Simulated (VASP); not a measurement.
# Zn in VASP: further runs

Aim: see how the results for Zn move with the level of theory and the settings. Levels: HSE06, PBE0, PBE. Tasks: single point.

Everything below comes from runs of VASP 6.6.1. Logs are shortened: lines on timing, memory, paths and dates and some standing lists are left out, and cuts for length are marked.

## Step 1: The cell of the first run

The cell holds a single atom in a box, 1 atom: a = 14.000 Å, b = 14.400 Å, c = 14.800 Å, α = 90.00°, β = 90.00°, γ = 90.00°.

## Step 2: Single point, HSE06, collinear spin, zero start

Contents of POSCAR:

```
Zn
1.0
   14.0000000000      0.0000000000      0.0000000000
    0.0000000000     14.4000000000      0.0000000000
    0.0000000000      0.0000000000     14.8000000000
Zn
1
Direct
    0.5000000000      0.5000000000      0.5000000000
```

Contents of INCAR.step1:

```
ALGO     = Normal         # electronic algorithm
EDIFF    = 1E-5           # SCF threshold, eV
ENCUT    = 520            # plane-wave cutoff, eV
GGA      = PE             # functional
ISIF     = 2              # what is computed and relaxed
ISMEAR   = -1             # smearing method
ISPIN    = 2              # spin polarisation
ISYM     = 0            
LASPH    = True           # aspherical terms in the spheres
LCHARG   = False          # write CHGCAR
LORBIT   = 11             # projections on sites
LREAL    = False          # projectors in reciprocal space
LWAVE    = True           # write WAVECAR
MAGMOM   = 0.01           # initial moments
NBANDS   = 16             # bands
NELM     = 150            # most SCF steps
PREC     = Accurate       # precision mode
SIGMA    = 0.01           # smearing width, eV
```

Contents of INCAR.step2:

```
ALGO     = Normal         # electronic algorithm
EDIFF    = 1E-7           # SCF threshold, eV
ENCUT    = 520            # plane-wave cutoff, eV
GGA      = PE             # functional
HFSCREEN = 0.2079         # screening, 1/A
ISIF     = 2              # what is computed and relaxed
ISMEAR   = -1             # smearing method
ISPIN    = 2              # spin polarisation
ISTART   = 1            
ISYM     = 0            
LASPH    = True           # aspherical terms in the spheres
LCHARG   = False          # write CHGCAR
LHFCALC  = True           # exact exchange
LORBIT   = 11             # projections on sites
LREAL    = False          # projectors in reciprocal space
LWAVE    = False          # write WAVECAR
MAGMOM   = 0.01           # initial moments
NBANDS   = 16             # bands
NELM     = 150            # most SCF steps
PREC     = Accurate       # precision mode
PRECFOCK = Normal       
SIGMA    = 0.01           # smearing width, eV
```

Contents of KPOINTS:

```
k-points
0
Gamma
  1 1 1
```

Potentials or basis: VASP PAW PBE potentials, release 64 (Zn).

The run is started by

```bash
$ cat potpaw_PBE.64/Zn/POTCAR > POTCAR
$ cp INCAR.step1 INCAR
$ mpirun -np 1 vasp_gam > vasp.out
$ cp INCAR.step2 INCAR
$ mpirun -np 1 vasp_gam > vasp.out
```

OUTCAR:

```text
EDIFF = 1E-7
   ENCUT = 520
   GGA = PE
   HFSCREEN = 0.2079
   ISIF = 2
   ISMEAR = -1
   ISPIN = 2
   ISTART = 1
   ISYM = 0
   LASPH = True
   LHFCALC = True
   LORBIT = 11
   LREAL = False
   NELM = 150
   PREC = Accurate
   PRECFOCK = Normal

 ion  position               nearest neighbor table
   1  0.500  0.500  0.500-

IMPORTANT INFORMATION: All symmetrisations will be switched off!
NOSYMM: (Re-)initialisation of all symmetry stuff for point group C_1.

----------------------------------------------------------------------------------------

                                     Primitive cell

  volume of cell :    2983.6800

  direct lattice vectors                    reciprocal lattice vectors
    14.000000000  0.000000000  0.000000000     0.071428571  0.000000000  0.000000000
     0.000000000 14.400000000  0.000000000     0.000000000  0.069444444  0.000000000
     0.000000000  0.000000000 14.800000000     0.000000000  0.000000000  0.067567568

  length of vectors
    14.000000000 14.400000000 14.800000000     0.071428571  0.069444444  0.067567568

  position of ions in fractional coordinates (direct lattice)
     0.500000000  0.500000000  0.500000000

  ion indices of the primitive-cell ions
   primitive index   ion index
                 1           1

----------------------------------------------------------------------------------------

 KPOINTS: k-points

Automatic generation of k-mesh.
 Grid dimensions read from file:
 generate k-points for:    1    1    1

 Generating k-lattice:

  Cartesian coordinates                     Fractional coordinates (reciprocal lattice)
     0.071428571  0.000000000  0.000000000     1.000000000  0.000000000  0.000000000
     0.000000000  0.069444444  0.000000000     0.000000000  1.000000000  0.000000000
     0.000000000  0.000000000  0.067567568     0.000000000  0.000000000  1.000000000

  Length of vectors
     0.071428571  0.069444444  0.067567568

  Shift w.r.t. Gamma in fractional coordinates (k-lattice)
     0.000000000  0.000000000  0.000000000

 Subroutine IBZKPT returns following result:
 ===========================================

 Found      1 irreducible k-points:

 Following reciprocal coordinates:
            Coordinates               Weight
  0.000000  0.000000  0.000000      1.000000
   k-points           NKPTS =      1   k-points in BZ     NKDIM =      1   number of bands    NBANDS=     16
   number of dos      NEDOS =    301   number of ions     NIONS =      1
   total plane-waves  NPLWV = ******
   dimension x,y,z NGX =   108 NGY =  108 NGZ =  112
   dimension x,y,z NGXF=   216 NGYF=  216 NGZF=  224
   ions per type =               1
   NGX,Y,Z   is equivalent  to a cutoff of  12.82, 12.47, 12.58 a.u.
   NGXF,Y,Z  is equivalent  to a cutoff of  25.65, 24.94, 25.16 a.u.
 SYSTEM =  unknown system
   PREC   = accura    normal or accurate (medium, high low for compatibility)
   ISTART =      1    job   : 0-new  1-cont  2-samecut
   ICHARG =      0    charge: 1-file 2-atom 10-const
   ISPIN  =      2    spin polarized calculation?
   LNONCOLLINEAR =      F non collinear calculations
   LSORBIT =      F    spin-orbit coupling
   LASPH  =      T    aspherical Exc in radial PAW
   ENCUT  =  520.0 eV  38.22 Ry    6.18 a.u.  26.03 26.77 27.52*2*pi/ulx,y,z
   NELM   =    150;   NELMIN=  2; NELMDL=  0     # of ELM steps
   EDIFF  = 0.1E-06   stopping-criterion for ELM
   LREAL  =      F    real-space projection
   EDIFFG = 0.1E-05   stopping-criterion for IOM
   NSW    =      0    number of steps for IOM
   IBRION =     -1    ionic relax: 0-MD 1-quasi-New 2-CG
   NFREE  =      0    steps in history (QN), initial steepest desc. (CG)
   ISIF   =      2    stress and relaxation
   ISYM   =      0    0-nonsym 1-usesym 2-fastsym
   POTIM  = 0.5000    time-step for ionic-motion
   TEBEG  =    0.0;   TEEND  =   0.0 temperature during run
   PSTRESS=    0.0 pullay stress
   NELECT =      12.0000    total number of electrons
   NUPDOWN=      -1.0000    fix difference up-down
   EMIN   =  10.00;   EMAX   =-10.00  energy-range for DOS
   EFERMI =   0.00;   METHOD = LEGACY
   ISMEAR =    -1;   SIGMA  =   0.01  broadening in eV -4-tet -1-fermi 0-gaus
   EFERMI_NEDOS =   21; number of points for ismear=-14 and -15
   IALGO  =     38    algorithm
   IMIX   =      1    mixing-type and parameters
     AMIX     =   0.40;   BMIX     =  1.00
     AMIX_MAG =   1.60;   BMIX_MAG =  1.00
  volume/ion in A,a.u.               =    2983.68     20134.87
  Fermi-wavevector in a.u.,A,eV,Ry     =   0.260346  0.491983  0.922205  0.067780
  Thomas-Fermi vector in A             =   1.088001
   LORBIT       =     11    0 simple, 1 ext, 2 COOP (PROOUT), +10 PAW based schemes
   GGA     = PE    functional components
   LHFCALC =     T    Hartree Fock is set to
   PRECFOCK=normal    Normal, Fast or Accurate (Low or Medium for compatibility)
   ENCUT4O =  -1.0   cutoff for four orbital integrals eV
   NKREDX  =     1    reduce k-point grid by
   NKREDY  =     1    reduce k-point grid by
   NKREDZ  =     1    reduce k-point grid by
   AEXX    =    0.2500 exact exchange contribution
   HFSCREEN=    0.2079 screening length (either q_TF or 0.3 A-1)
   HFSCREENC=   0.2079 screening length for correlation (either q_TF or 0.3 A-1)
   ENCUTFOCK=  -1.0 apply spherical cutoff to Coloumb kernel
   IVDW    =     0    specifies the selected vdW correction
   LEPSILON=     F    determine dielectric tensor
   LRPA    =     F    only Hartree local field effects (RPA)
 spin polarized calculation
  energy-cutoff  :      520.00
  volume of cell :     2983.68
 maximum number of plane-waves:     40220
 NGX is ok and might be reduce to   108
  NGX = 80; NGY = 84; NGZ = 84

 number of electron      12.0000011 magnetization      -0.0000000

 number of electron      12.0000011 magnetization       0.0000000

 Free energy of the ion-electron system (eV)
  ---------------------------------------------------
  ext. energy  EPLUGINS =         0.00000000
  ---------------------------------------------------
  free energy    TOTEN  =        -0.09159963 eV

  energy without entropy =       -0.09159963  energy(sigma->0) =       -0.09159963

 E-fermi :  -5.9904     XC(G=0):  -0.2418

 val. band max:       -6.2589841322   @ k =   0.0000   0.0000   0.0000
 cond. band min:      -0.8198941798   @ k =   0.0000   0.0000   0.0000
 fundamental gap:      5.4390899524
 Fermi energy:        -5.9903521256

 spin component 1

 k-point     1 :       0.0000    0.0000    0.0000
  band No.  band energies     occupation
      1     -12.3703      1.00000
      2     -12.3703      1.00000
      3     -12.3703      1.00000
      4     -12.3703      1.00000
      5     -12.3703      1.00000
      6      -6.2590      1.00000
      7      -0.8199      0.00000
      8      -0.8187      0.00000
      9      -0.8171      0.00000
     10      -0.0597      0.00000
     11       0.6461      0.00000
     12       0.6820      0.00000
     13       0.7223      0.00000
     14       0.7959      0.00000
     15       0.8332      0.00000
     16       0.8735      0.00000
 Fermi energy:        -5.9903521256

 spin component 2

 k-point     1 :       0.0000    0.0000    0.0000
  band No.  band energies     occupation
      1     -12.3703      1.00000
      2     -12.3703      1.00000
      3     -12.3703      1.00000
      4     -12.3703      1.00000
      5     -12.3703      1.00000
      6      -6.2590      1.00000
      7      -0.8199      0.00000
      8      -0.8187      0.00000
      9      -0.8171      0.00000
     10      -0.0596      0.00000
     11       0.6462      0.00000
     12       0.6821      0.00000
     13       0.7224      0.00000
     14       0.7960      0.00000
     15       0.8333      0.00000
     16       0.8737      0.00000

------------------------ aborting loop because EDIFF is reached ----------------------------------------

  FORCE on cell =-STRESS in cart. coord.  units (eV):
  Direction    XX          YY          ZZ          XY          YZ          ZX
  --------------------------------------------------------------------------------------
  -------------------------------------------------------------------------------------
  Total       -0.0096340     -0.0104811     -0.0095482      0.0000000     -0.0000000     -0.0000000
  in kB       -0.0051733     -0.0056282     -0.0051272      0.0000000     -0.0000000     -0.0000000
  external PRESSURE =      -0.0053095 kB  Pullay stress =       0.0000000 kB

 VOLUME and BASIS-vectors are now :
 -----------------------------------------------------------------------------
  energy-cutoff  :      520.00
  volume of cell :     2983.68
      direct lattice vectors                 reciprocal lattice vectors
    14.000000000  0.000000000  0.000000000     0.071428571  0.000000000  0.000000000
     0.000000000 14.400000000  0.000000000     0.000000000  0.069444444  0.000000000
     0.000000000  0.000000000 14.800000000     0.000000000  0.000000000  0.067567568

 POSITION                                       TOTAL-FORCE (eV/Angst)
 -----------------------------------------------------------------------------------
      7.00000      7.20000      7.40000        -0.000007     -0.000002      0.000001
 -----------------------------------------------------------------------------------
    total drift:                               -0.000007     -0.000002      0.000001

  FREE ENERGIE OF THE ION-ELECTRON SYSTEM (eV)
  ---------------------------------------------------
  free  energy   TOTEN  =        -0.0915996265 eV

  energy  without entropy=       -0.0915996265  energy(sigma->0) =       -0.09159963

 total charge

# of ion       s       p       d       tot
------------------------------------------
    1        0.864   0.000   9.766  10.630

 magnetization (x)

# of ion       s       p       d       tot
------------------------------------------
    1        0.000   0.000   0.000   0.000
```

Run time: 23 min. Hardware: 1 thread of Intel Xeon 8259CL, shared host; peak memory 2.9 GiB.

What came out:

| Property | Result |
| --- | --- |
| Free energy | -0.0916 eV |
| Pressure | 0.0 GPa |
| Band gap on the k mesh | 5.44 eV |
| Net moment | 0.00 μB per cell |
| Valence electrons inside the program's atomic spheres | Zn 10.63 |

Caveat: the PAW data sets were made with another functional, which shifts forces and pressure a little.

## Step 3: Single point, PBE0, collinear spin, zero start

POSCAR is that of step 2.

Contents of INCAR.step1:

```
SYSTEM = Zn
PREC = Accurate ; ENCUT = 520
EDIFF = 1E-5 ; ISMEAR = -1
SIGMA = 0.01 ; LREAL = .False.
LASPH = .True. ; NELM = 150
ALGO = Normal ; ISIF = 2
LWAVE = .True. ; ISPIN = 2
MAGMOM = 0.01 ; LORBIT = 11
GGA = PE ; ISYM = 0
NBANDS = 16
```

Contents of INCAR.step2:

```
SYSTEM = Zn
PREC = Accurate ; ENCUT = 520
EDIFF = 1E-7 ; ISMEAR = -1
SIGMA = 0.01 ; LREAL = .False.
LASPH = .True. ; NELM = 150
ALGO = Normal ; ISIF = 2
LWAVE = .False. ; LCHARG = .True.
ISPIN = 2 ; MAGMOM = 0.01
LORBIT = 11 ; GGA = PE
LHFCALC = .True. ; AEXX = 0.25
PRECFOCK = Normal ; LELF = .True.
LVHAR = .True. ; ISTART = 1
ISYM = 0 ; NBANDS = 16
```

Contents of KPOINTS:

```
Automatic mesh
0
Gamma
  1 1 1
  0 0 0
```

Potentials or basis: VASP PAW PBE potentials, release 64 (Zn).

The run is started by

```bash
$ cat potpaw_PBE.64/Zn/POTCAR > POTCAR
$ cp INCAR.step1 INCAR
$ mpirun -np 1 vasp_gam > vasp.out
$ cp INCAR.step2 INCAR
$ mpirun -np 1 vasp_gam > vasp.out
```

It took 33 min on 1 thread of Intel Xeon 8259CL, shared host; peak memory 2.7 GiB.

It converged, with:

```yaml
Free_energy: -0.1304 eV
Pressure: 0.0 GPa
Band_gap_on_the_k_mesh: 6.18 eV
Net_moment: 0.00 μB per cell
Valence_electrons_inside_the_program's_atomic_spheres: Zn 10.63
```

Levels at points of the mesh, in eV from the valence-band top:
Spin up:
```csv
k point,band 3,band 4,band 5,band 6,band 7,band 8,band 9,band 10
"(0.00, 0.00, 0.00)",-6.10,-6.10,-6.10,0.00,6.18,6.19,6.19,6.66
```
Spin down:
```tsv
k point	band 2	band 3	band 4	band 5	band 6	band 7	band 8	band 9	band 10	band 11
(0.00, 0.00, 0.00)	-6.11	-6.10	-6.10	-6.10	0.00	6.18	6.19	6.19	6.66	7.35
```

Caveat: the PAW data sets were made with another functional, which shifts forces and pressure a little.

## Step 4: Single point, PBE, collinear spin, zero start

Contents of INCAR:

```
SYSTEM = Zn
ALGO = Normal
EDIFF = 1E-6
ENCUT = 520
GGA = PE
ISIF = 2
ISMEAR = -1
ISPIN = 2
ISYM = 0
LASPH = .TRUE.
LCHARG = .FALSE.
LORBIT = 11
LREAL = .FALSE.
LWAVE = .FALSE.
MAGMOM = 0.01
NBANDS = 16
NELM = 150
PREC = Accurate
SIGMA = 0.01
```

Contents of KPOINTS:

```
k-points
0
G
  1 1 1
  0 0 0
```

POSCAR is that of step 3.

The run is started by

```bash
$ cat potpaw_PBE.64/Zn/POTCAR > POTCAR
$ mpirun -np 1 vasp_gam > vasp.out
```

Run time: 11 min. Hardware: 1 thread of Intel Xeon 8259CL, shared host; peak memory 2.7 GiB.

The run converged. Its results:

```yaml
Free_energy: -0.0111 eV
Pressure: 0.0 GPa
Band_gap_on_the_k_mesh: 4.87 eV
Net_moment: 0.00 μB per cell
Valence_electrons_inside_the_program's_atomic_spheres: Zn 10.62
```

Levels at points of the mesh, in eV from the valence-band top:
Spin up:
```csv
k point,band 2,band 3,band 4,band 5,band 6,band 7,band 8,band 9,band 10,band 11
"(0.00, 0.00, 0.00)",-4.16,-4.16,-4.16,-4.16,0.00,4.87,4.87,4.87,5.82,6.53
```
Spin down:
| k point | band 2 | band 3 | band 4 | band 5 | band 6 | band 7 | band 8 | band 9 | band 10 | band 11 |
| --- | --- | --- | --- | --- | --- | --- | --- | --- | --- | --- |
| (0.00, 0.00, 0.00) | -4.16 | -4.16 | -4.16 | -4.16 | 0.00 | 4.87 | 4.87 | 4.87 | 5.82 | 6.54 |

## Step 5: Summary

```tsv
level	grid for exact exchange (PRECFOCK)	share of exact exchange	screening parameter	gap on the mesh (eV)	pressure (GPa)	moment (μB)
HSE06	Normal	0.25	0.2079 1/Å	5.44	0.0	0.00
PBE0	Normal	0.25	-	6.18	0.0	0.00
PBE	-	-	-	4.87	0.0	0.00
```

Alike in all rows: task single point; potentials or basis VASP PAW PBE potentials, release 64 (Zn); spin collinear, zero start; cell as given; k mesh 1 × 1 × 1; cutoff (eV) 520; smearing fermi-dirac 0.01 eV.

On the cell as given the gap runs from 4.87 eV (PBE) to 6.18 eV (PBE0).

Caveats: the PAW data sets were made with another functional, which shifts forces and pressure a little (at least some runs).

Absolute energies hang on the potentials; compare differences alone.
